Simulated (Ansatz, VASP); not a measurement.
**One calculation of MnO, two programs**

```
Mn O
1.0
     0.00000    2.26752    2.26752
     2.26752    0.00000    2.26752
     2.26752    2.26752    0.00000
Mn O
1 1
Direct
  0.00000 0.00000 0.00000
  0.50000 0.50000 0.50000
```

Alike in both runs: task single point; functional LDA; k mesh 10 × 10 × 10; occupations fermi-dirac, width 0.05 eV; collinear spin.

|  | VASP | Ansatz |
| --- | --- | --- |
| version | VASP 6.6.1 | Ansatz 0.2.0 |
| potentials or method | VASP PAW LDA potentials, release 64 (Mn_pv, O) | Ansatz PAW |
| plane-wave cutoff (eV) | 520 | 420 |
| valence electrons in the cell | 19 | 21 |

```csv
,VASP,Ansatz,Ansatz less VASP
gap on the k mesh at the Fermi level (eV),none,none,-
pressure (GPa),-20.6,-19.7,+0.92
net moment per atom (μB),2.37,2.40,+0.029
size of the moment on the site where the two differ most (μB),4.27,4.07,-0.198
```

LDA's correlation is that of Perdew and Zunger in VASP and of Perdew and Wang (1992) in Ansatz. Site moments also hang on the region over which each program counts them. A gap of «none» marks a metal or a gap that the smearing closes. VASP's potentials hold 19 valence electrons a cell and Ansatz's 21, so a difference there can come from the potentials and not from the codes.
